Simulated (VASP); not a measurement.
# KNbO3 (P4mm) in VASP: single point with b88 exchange, lda correlation

Aim: the single point of KNbO3 with b88 exchange, lda correlation.

Everything below comes from runs of VASP 6.6.1. Logs are shortened: lines on timing, memory, paths and dates and some standing lists are left out, and cuts for length are marked.

## Step 1: The cell of the first run

The structure is tetragonal, space group P4mm (No. 99). Conventional cell: a = 3.996 Å, b = 3.996 Å, c = 4.063 Å, α = 90.00°, β = 90.00°, γ = 90.00°. Within 3.7 Å of K (site symmetry 4mm) lie 12 O at 2.79 to 2.91 Å and 8 Nb at 3.44 to 3.52 Å. Within 2.5 Å of Nb (site symmetry 4mm) lie 6 O at 1.85 to 2.21 Å. Within 2.5 Å of O (site symmetry 4mm) lie 2 Nb at 1.85 to 2.21 Å. Within 3.0 Å of O (site symmetry 2mm) lie 2 Nb at 2.00 Å and 4 K at 2.79 to 2.91 Å and 8 O at 2.83 to 2.86 Å.

## Step 2: Single point, b88 exchange, lda correlation

INCAR reads:

```
SYSTEM = KNbO3
  ALGO = Normal
  EDIFF = 1E-6
  ENCUT = 600
  GGA = LIBXC
  GGA_COMPAT = .False.
  ISIF = 2
  ISMEAR = 0
  LASPH = .True.
  LCHARG = .True.
  LELF = .True.
  LIBXC1 = GGA_X_B88
  LIBXC2 = LDA_C_PW
  LREAL = .False.
  LVHAR = .True.
  LWAVE = .False.
  NBANDS = 28
  NELM = 120
  PREC = Accurate
  SIGMA = 0.01
```

KPOINTS reads:

```
k-points
0
Gamma
  3 3 3
  0 0 0
```

POSCAR reads:

```
KNbO3
1.0
    3.9960000000      0.0000000000      0.0000000000
    0.0000000000      3.9960000000      0.0000000000
    0.0000000000      0.0000000000      4.0630000000
K Nb O
1 1 3
Direct
    0.0000000000      0.0000000000      0.0180000000
    0.5000000000      0.5000000000      0.5000000000
    0.5000000000      0.5000000000      0.0440000000
    0.5000000000      0.0000000000      0.5400000000
    0.0000000000      0.5000000000      0.5400000000
```

Potentials or basis: VASP PAW PBE potentials, release 64 (K_sv, Nb_sv, O).

Command:

```sh
> cat potpaw_PBE.64/K_sv/POTCAR potpaw_PBE.64/Nb_sv/POTCAR potpaw_PBE.64/O/POTCAR > POTCAR
> mpirun -np 1 vasp_std > vasp.out
```

OUTCAR:

```text
SYSTEM = KNbO3
   EDIFF = 1E-6
   ENCUT = 600
   GGA = LIBXC
   ISIF = 2
   ISMEAR = 0
   LASPH = .True.
   LREAL = .False.
   NELM = 120
   PREC = Accurate

 ion  position               nearest neighbor table
   1  0.000  0.000  0.018-   4 2.79   5 2.79   5 2.79   4 2.79   3 2.83   3 2.83   3 2.83   3 2.83

   2  0.500  0.500  0.500-   3 1.85   4 2.00   5 2.00   4 2.00   5 2.00   3 2.21
   3  0.500  0.500  0.044-   2 1.85   2 2.21   1 2.83   1 2.83   1 2.83   1 2.83
   4  0.500  0.000  0.540-   2 2.00   2 2.00   1 2.79   1 2.79
   5  0.000  0.500  0.540-   2 2.00   2 2.00   1 2.79   1 2.79

  LATTYP: Found a simple tetragonal cell.
 ALAT       =     3.9960000000
 C/A-ratio  =     1.0167667668

  Lattice vectors:

 A1 = (   3.9960000000,   0.0000000000,   0.0000000000)
 A2 = (   0.0000000000,   3.9960000000,   0.0000000000)
 A3 = (   0.0000000000,   0.0000000000,   4.0630000000)

Analysis of symmetry for initial positions (statically):
=====================================================================
 Subroutine PRICEL returns:
 Original cell was already a primitive cell.

 Routine SETGRP: Setting up the symmetry group for a
 simple tetragonal supercell.

 Subroutine GETGRP returns: Found  8 space group operations
 (whereof  8 operations were pure point group operations)
 out of a pool of 16 trial point group operations.

The static configuration has the point symmetry C_4v.

Analysis of symmetry for dynamics (positions and initial velocities):
=====================================================================
 Subroutine PRICEL returns:
 Original cell was already a primitive cell.

 Routine SETGRP: Setting up the symmetry group for a
 simple tetragonal supercell.

 Subroutine GETGRP returns: Found  8 space group operations
 (whereof  8 operations were pure point group operations)
 out of a pool of 16 trial point group operations.

The dynamic configuration has the point symmetry C_4v.

 Subroutine INISYM returns: Found  8 space group operations
 (whereof  8 operations are pure point group operations),
 and found     1 'primitive' translations

----------------------------------------------------------------------------------------

                                     Primitive cell

  volume of cell :      64.8780

  direct lattice vectors                    reciprocal lattice vectors
     3.996000000  0.000000000  0.000000000     0.250250250  0.000000000  0.000000000
     0.000000000  3.996000000  0.000000000     0.000000000  0.250250250  0.000000000
     0.000000000  0.000000000  4.063000000     0.000000000  0.000000000  0.246123554

  length of vectors
     3.996000000  3.996000000  4.063000000     0.250250250  0.250250250  0.246123554

  position of ions in fractional coordinates (direct lattice)
     0.000000000  0.000000000  0.018000000
     0.500000000  0.500000000  0.500000000
     0.500000000  0.500000000  0.044000000
     0.500000000  0.000000000  0.540000000
     0.000000000  0.500000000  0.540000000

  ion indices of the primitive-cell ions
   primitive index   ion index
                 1           1
                 2           2
                 3           3
                 4           4
                 5           5

----------------------------------------------------------------------------------------

 KPOINTS: k-points

Automatic generation of k-mesh.
 Grid dimensions read from file:
 generate k-points for:    3    3    3

 Generating k-lattice:

  Cartesian coordinates                     Fractional coordinates (reciprocal lattice)
     0.083416750  0.000000000  0.000000000     0.333333333  0.000000000  0.000000000
     0.000000000  0.083416750  0.000000000     0.000000000  0.333333333  0.000000000
     0.000000000  0.000000000  0.082041185     0.000000000  0.000000000  0.333333333

  Length of vectors
     0.083416750  0.083416750  0.082041185

  Shift w.r.t. Gamma in fractional coordinates (k-lattice)
     0.000000000  0.000000000  0.000000000

 Subroutine IBZKPT returns following result:
 ===========================================

 Found      6 irreducible k-points:

 Following reciprocal coordinates:
            Coordinates               Weight
  0.000000  0.000000  0.000000      1.000000
  0.333333  0.000000  0.000000      4.000000
  0.333333  0.333333  0.000000      4.000000
  0.000000  0.000000  0.333333      2.000000
  0.333333  0.000000  0.333333      8.000000
  0.333333  0.333333  0.333333      8.000000
   k-points           NKPTS =      6   k-points in BZ     NKDIM =      6   number of bands    NBANDS=     28
   number of dos      NEDOS =    301   number of ions     NIONS =      5
   total plane-waves  NPLWV =  32768
   dimension x,y,z NGX =    32 NGY =   32 NGZ =   32
   dimension x,y,z NGXF=    64 NGYF=   64 NGZF=   64
   ions per type =               1   1   3
   NGX,Y,Z   is equivalent  to a cutoff of  13.31, 13.31, 13.09 a.u.
   NGXF,Y,Z  is equivalent  to a cutoff of  26.63, 26.63, 26.19 a.u.
 SYSTEM =  KNbO3
   PREC   = accura    normal or accurate (medium, high low for compatibility)
   ISTART =      0    job   : 0-new  1-cont  2-samecut
   ICHARG =      2    charge: 1-file 2-atom 10-const
   ISPIN  =      1    spin polarized calculation?
   LNONCOLLINEAR =      F non collinear calculations
   LSORBIT =      F    spin-orbit coupling
   LASPH  =      T    aspherical Exc in radial PAW
   ENCUT  =  600.0 eV  44.10 Ry    6.64 a.u.   7.98  7.98  8.11*2*pi/ulx,y,z
   NELM   =    120;   NELMIN=  2; NELMDL= -5     # of ELM steps
   EDIFF  = 0.1E-05   stopping-criterion for ELM
   LREAL  =      F    real-space projection
   EDIFFG = 0.1E-04   stopping-criterion for IOM
   NSW    =      0    number of steps for IOM
   IBRION =     -1    ionic relax: 0-MD 1-quasi-New 2-CG
   NFREE  =      0    steps in history (QN), initial steepest desc. (CG)
   ISIF   =      2    stress and relaxation
   ISYM   =      2    0-nonsym 1-usesym 2-fastsym
   POTIM  = 0.5000    time-step for ionic-motion
   TEBEG  =    0.0;   TEEND  =   0.0 temperature during run
   PSTRESS=    0.0 pullay stress
   NELECT =      40.0000    total number of electrons
   NUPDOWN=      -1.0000    fix difference up-down
   EMIN   =  10.00;   EMAX   =-10.00  energy-range for DOS
   EFERMI =   0.00;   METHOD = LEGACY
   ISMEAR =     0;   SIGMA  =   0.01  broadening in eV -4-tet -1-fermi 0-gaus
   EFERMI_NEDOS =   21; number of points for ismear=-14 and -15
   IALGO  =     38    algorithm
   IMIX   =      4    mixing-type and parameters
     AMIX     =   0.40;   BMIX     =  1.00
     AMIX_MAG =   1.60;   BMIX_MAG =  1.00
  volume/ion in A,a.u.               =      12.98        87.56
  Fermi-wavevector in a.u.,A,eV,Ry     =   1.393356  2.633062 26.414925  1.941442
  Thomas-Fermi vector in A             =   2.517010
   LORBIT       =      0    0 simple, 1 ext, 2 COOP (PROOUT), +10 PAW based schemes
   GGA     = LIBXC    functional components
   LHFCALC =     F    Hartree Fock is set to
   AEXX    =    0.0000 exact exchange contribution
   IVDW    =     0    specifies the selected vdW correction
   LEPSILON=     F    determine dielectric tensor
   LRPA    =     F    only Hartree local field effects (RPA)
 non-spin polarized calculation
 Gauss-broadening in eV      SIGMA  =   0.01
  energy-cutoff  :      600.00
  volume of cell :       64.88
 maximum number of plane-waves:      2176
 NGX is ok and might be reduce to    32
   NGX = 15   NGY = 15   NGZ = 17

 number of electron      39.9999991 magnetization

 Free energy of the ion-electron system (eV)
  ---------------------------------------------------
  ext. energy  EPLUGINS =         0.00000000
  ---------------------------------------------------
  free energy    TOTEN  =       -35.54097221 eV

  energy without entropy =      -35.54097221  energy(sigma->0) =      -35.54097221

 E-fermi :   2.8932     XC(G=0): -10.5226

 val. band max:        2.7669594240   @ k =   0.3333   0.3333   0.0000
 cond. band min:       4.7777988541   @ k =   0.0000   0.0000   0.0000
 fundamental gap:      2.0108394300
 Fermi energy:         2.8932091921

 k-point     1 :       0.0000    0.0000    0.0000
  band No.  band energies     occupation
      1     -52.0585      2.00000
      2     -28.1489      2.00000
      3     -28.0373      2.00000
      4     -28.0373      2.00000
      5     -24.5251      2.00000
      6     -14.0063      2.00000
[... 20 lines left out ...]
     27      11.3746      0.00000
     28      11.4967      0.00000

 k-point     2 :       0.3333    0.0000    0.0000
  band No.  band energies     occupation
      1     -52.0568      2.00000
      2     -28.1459      2.00000
      3     -28.1347      2.00000
      4     -28.0340      2.00000
      5     -24.5069      2.00000
      6     -13.9644      2.00000
[... 20 lines left out ...]
     27      12.4441      0.00000
     28      12.7657      0.00000

 k-point     3 :       0.3333    0.3333    0.0000
  band No.  band energies     occupation
      1     -52.0551      2.00000
      2     -28.1430      2.00000
      3     -28.1301      2.00000
      4     -28.1297      2.00000
      5     -24.4967      2.00000
      6     -13.7835      2.00000
[... 20 lines left out ...]
     27      13.0446      0.00000
     28      13.6639      0.00000

 k-point     4 :       0.0000    0.0000    0.3333
  band No.  band energies     occupation
      1     -52.0572      2.00000
      2     -28.2300      2.00000
      3     -28.0346      2.00000
      4     -28.0346      2.00000
      5     -24.5088      2.00000
      6     -13.9421      2.00000
[... 20 lines left out ...]
     27      12.3178      0.00000
     28      12.8717      0.00000

 k-point     5 :       0.3333    0.0000    0.3333
  band No.  band energies     occupation
      1     -52.0555      2.00000
      2     -28.2251      2.00000
      3     -28.1309      2.00000
      4     -28.0314      2.00000
      5     -24.4985      2.00000
      6     -13.7423      2.00000
[... 20 lines left out ...]
     27      13.0030      0.00000
     28      13.7125      0.00000

 k-point     6 :       0.3333    0.3333    0.3333
  band No.  band energies     occupation
      1     -52.0538      2.00000
      2     -28.2210      2.00000
      3     -28.1272      2.00000
      4     -28.1266      2.00000
      5     -24.4888      2.00000
      6     -13.1446      2.00000
[... 20 lines left out ...]
     27      13.1637      0.00000
     28      13.3901      0.00000

------------------------ aborting loop because EDIFF is reached ----------------------------------------

  FORCE on cell =-STRESS in cart. coord.  units (eV):
  Direction    XX          YY          ZZ          XY          YZ          ZX
  --------------------------------------------------------------------------------------
  -------------------------------------------------------------------------------------
  Total        4.0851469      4.0851469      5.4220614      0.0000000      0.0000000      0.0000000
  in kB      100.8835788    100.8835788    133.8989680      0.0000000      0.0000000      0.0000000
  external PRESSURE =     111.8887085 kB  Pullay stress =       0.0000000 kB

 VOLUME and BASIS-vectors are now :
 -----------------------------------------------------------------------------
  energy-cutoff  :      600.00
  volume of cell :       64.88
      direct lattice vectors                 reciprocal lattice vectors
     3.996000000  0.000000000  0.000000000     0.250250250  0.000000000  0.000000000
     0.000000000  3.996000000  0.000000000     0.000000000  0.250250250  0.000000000
     0.000000000  0.000000000  4.063000000     0.000000000  0.000000000  0.246123554

 POSITION                                       TOTAL-FORCE (eV/Angst)
 -----------------------------------------------------------------------------------
      0.00000      0.00000      0.07313        -0.000000      0.000000     -0.023164
      1.99800      1.99800      2.03150        -0.000000     -0.000000     -0.255960
      1.99800      1.99800      0.17877        -0.000000      0.000000     -0.121924
      1.99800      0.00000      2.19402        -0.000000      0.000000      0.200524
      0.00000      1.99800      2.19402         0.000000      0.000000      0.200524
 -----------------------------------------------------------------------------------
    total drift:                                0.000000     -0.000000     -0.000489

  FREE ENERGIE OF THE ION-ELECTRON SYSTEM (eV)
  ---------------------------------------------------
  free  energy   TOTEN  =       -35.5409722136 eV

  energy  without entropy=      -35.5409722136  energy(sigma->0) =      -35.54097221
```

Wall time 12 s (1 thread of Intel Xeon 8259CL, shared host); peak memory 0.18 GiB.

Results:

```
Free energy            : -35.5410 eV
Pressure               : 11.2 GPa
Largest force          : 0.256 eV/Å
Band gap on the k mesh : 2.01 eV (least direct gap 2.48 eV)
```

Forces on the atoms (eV/Å):
```
K    0.000  0.000 -0.023
Nb   0.000  0.000 -0.256
O    0.000  0.000 -0.122
O    0.000  0.000  0.201
O    0.000  0.000  0.201
```

Levels at points of the mesh, in eV from the valence-band top:
```csv
k point,band 16,band 17,band 18,band 19,band 20,band 21,band 22,band 23,band 24,band 25
"(0.00, 0.00, 0.00)",-1.21,-0.78,-0.69,-0.47,-0.47,2.01,2.66,2.66,5.76,5.91
```

Caveat: the k points lie up to 0.52 Å⁻¹ apart; the PAW data sets were made with another functional, which shifts forces and pressure a little.
